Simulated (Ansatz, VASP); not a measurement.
BiB in VASP and in Ansatz

INCAR

```
SYSTEM = BiB
  PREC = Accurate
  ENCUT = 520
  EDIFF = 1E-6
  ISMEAR = 0
  SIGMA = 0.01
  LREAL = .FALSE.
  LASPH = .TRUE.
  NELM = 60
  ALGO = Normal
  ISIF = 2
  LWAVE = .FALSE.
  LCHARG = .TRUE.
  GGA = PE
  LELF = .TRUE.
  LVHAR = .TRUE.
  NBANDS = 16
```

Contents of KPOINTS:

```
regular mesh
0
G
  6 6 6
  0 0 0
```

File POSCAR:

```
BiB
1.0
    0.0000000000      2.8141589063      2.8141589063
    2.8141589063      0.0000000000      2.8141589063
    2.8141589063      2.8141589063      0.0000000000
B Bi
1 1
Direct
    0.0000000000      0.0000000000      0.0000000000
    0.2500000000      0.2500000000      0.2500000000
```

Input for Ansatz:

```yaml
crystal:
  lattice:
    - [0.0, 2.8141589063, 2.8141589063]
    - [2.8141589063, 0.0, 2.8141589063]
    - [2.8141589063, 2.8141589063, 0.0]
  atoms:
    - { symbol: B, position: [0.0, 0.0, 0.0] }
    - { symbol: Bi, position: [0.25, 0.25, 0.25] }
kpoints:
  mp_grid: { grid: [6, 6, 6] }
hamiltonian:
  xc: pbe
scf:
  occupations: { method: fixed }
  n_extra_bands: 4
output:
  forces: true
  stress: true
  eigenvalues: true
```

Alike in both runs: task single point; functional PBE; k mesh 6 × 6 × 6; no spin polarisation.

```csv
,VASP,Ansatz
version,VASP 6.6.1,Ansatz 0.2.0
potentials or method,"VASP PAW PBE potentials, release 64 (B, Bi_d)","plane waves, PAW"
plane-wave cutoff (eV),520,420
occupations,"gaussian, width 0.01 eV",fixed
valence electrons in the cell,18,18
```

Ansatz gave:

| Quantity | Value |
| --- | --- |
| gap on the k mesh at the Fermi level (eV) | none |
| pressure (GPa) | -3.6 |

Problem. What did VASP give for the same quantities?

Solution. gap on the k mesh at the Fermi level (eV): none; pressure (GPa): -3.7.

A gap of «none» marks a metal or a gap that the smearing closes. Ansatz's warnings: unresolved pair at count.

Spin-orbit coupling is off throughout.
